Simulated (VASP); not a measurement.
Set up this calculation in VASP 6.6.1, as the native input.

* Task: single point
* Functional: PBE
* Potentials or basis: VASP PAW PBE potentials, release 64 (Ga_d, N)
* Cutoff: 520 eV
* k mesh: 10 × 10 × 10
* Occupations: gaussian, width 0.05 eV
* Spin: no spin polarisation
* Dipole correction: no
* Further INCAR settings: ALGO = Normal; EDIFF = 1e-06; NBANDS = 16

The structure of GaN lies in POSCAR:

```
GaN
1.0
    0.0000000000      2.2742384873      2.4106927965
    2.2742384873      0.0000000000      2.4106927965
    2.2742384873      2.2742384873      0.0000000000
Ga N
1 1
Direct
    0.0000000000      0.0000000000      0.0000000000
    0.7500000000      0.7500000000      0.7500000000
```

This cell differs from its parent crystal: strain +0.0600 x Voigt [0, 0, 1, 0, 0, 0].

One way to write it, as run:

INCAR

```
ALGO = Normal ; EDIFF = 1E-6
ENCUT = 520 ; GGA = PE
ISIF = 2 ; ISMEAR = 0
LASPH = True ; LCHARG = False
LREAL = False ; LWAVE = False
NBANDS = 16 ; NELM = 80
PREC = Accurate ; SIGMA = 0.05
```

KPOINTS

```
k-points
0
Gamma
  10 10 10
```

Potentials or basis: VASP PAW PBE potentials, release 64 (Ga_d, N).

The run is started by

```console
$ cat potpaw_PBE.64/Ga_d/POTCAR potpaw_PBE.64/N/POTCAR > POTCAR
$ mpirun -np 1 vasp_std > vasp.out
```

It gave:

```json
{"Pressure": "-8.8 GPa", "Band gap on the k mesh": "1.06 eV, direct"}
```

Caveat: the cell differs from its parent crystal (strain +0.0600 x Voigt [0, 0, 1, 0, 0, 0]).

It took 69 s on 1 thread of Intel Xeon 8259CL (shared host), peak memory 0.18 GiB.
